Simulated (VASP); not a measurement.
The system is As.

```
CELL_PARAMETERS angstrom
1.88080 1.08588 3.51406
-1.88080 1.08588 3.51406
0.00000 -2.17176 3.51406
ATOMIC_POSITIONS crystal
As 0.22600 0.22600 0.22600
As 0.77400 0.77400 0.77400
```

```yaml
Program: VASP 6.6.1
Task: relaxation of cell and atoms
Functional: revPBE
Dispersion: D4
Potentials_or_basis: VASP PAW PBE potentials, release 64 (As)
Cutoff: 600 eV
k_mesh: 9 × 9 × 9
Occupations: fermi-dirac, width 0.05 eV
Spin: no spin polarisation
```

At the start: pressure -0.7 GPa; volume 21.53 Å³/atom.

Task: Where does the relaxation end?

Result: Over 10 steps the energy falls by 22.8 meV/atom and the volume is 20.28 Å³/atom (-5.8 %); space group R-3m (No. 166, to 0.05 Å).

The path:
```tsv
step	energy change (eV)	largest force (eV/Å)	pressure (GPa)	volume (Å³)
1	0.0000	0.5132	-0.71	43.06
2	-0.0215	0.1653	-1.02	42.46
3	-0.0285	0.1155	-1.25	41.92
4	-0.0388	0.0573	1.05	40.42
5	-0.0388	0.0542	1.01	40.45
6	-0.0452	0.0122	0.49	40.32
7	-0.0452	0.0100	0.46	40.31
8	-0.0453	0.0502	-0.36	40.73
9	-0.0455	0.0219	0.01	40.54
10	-0.0456	0.0074	0.01	40.57
```

Final structure:
```
As
1.0
     1.88466    1.08811    3.29688
    -1.88466    1.08811    3.29688
     0.00000   -2.17621    3.29688
As
2
Direct
  0.23197 0.23197 0.23197
  0.76803 0.76803 0.76803
```

Caveat: the PAW data sets were made with another functional, which shifts forces and pressure a little.
